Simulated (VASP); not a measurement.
Wanted: the native input for a VASP 6.6.1 run.

```yaml
Task: single point
Functional: PBE
Potentials_or_basis: VASP PAW PBE potentials, release 64 (K_sv, Br)
Cutoff: 520 eV
k_mesh: 4 × 4 × 4
Occupations: gaussian, width 0.01 eV
Spin: no spin polarisation
Dipole_correction: no
Further_INCAR_settings: ALGO = Normal; EDIFF = 1e-07; NBANDS = 15
```

The structure of KBr lies in POSCAR:

```
KBr
1.0
    0.0000000000      3.4343377188      3.2741773672
    3.4343377188      0.0000000000      3.2741773672
    3.4343377188      3.4343377188      0.0000000000
K Br
1 1
Direct
    0.0000000000      0.0000000000      0.0000000000
    0.5000000000      0.5000000000      0.5000000000
```

This cell differs from its parent crystal: epitaxial xy strain +4.0%.

The input as run:

INCAR

```
SYSTEM = KBr
PREC = Accurate ; ENCUT = 520
EDIFF = 1E-7 ; ISMEAR = 0
SIGMA = 0.01 ; LREAL = .FALSE.
LASPH = .TRUE. ; NELM = 60
ALGO = Normal ; ISIF = 2
LWAVE = .FALSE. ; LCHARG = .TRUE.
GGA = PE ; LELF = .TRUE.
LVHAR = .TRUE. ; NBANDS = 15
```

KPOINTS

```
Automatic mesh
0
G
  4 4 4
  0 0 0
```

Potentials or basis: VASP PAW PBE potentials, release 64 (K_sv, Br).

Run with:

```console
$ cat potpaw_PBE.64/K_sv/POTCAR potpaw_PBE.64/Br/POTCAR > POTCAR
$ mpirun -np 1 vasp_std > vasp.out
```

Results of the run:

```json
{
  "Pressure": "-0.2 GPa",
  "Band gap on the k mesh": "4.24 eV, direct"
}
```

Caveat: the cell differs from its parent crystal (epitaxial xy strain +4.0%).

It took 12 s on 1 thread of Intel(R) Xeon(R) 6975P-C (Granite Rapids) (shared host), peak memory 0.2 GiB.
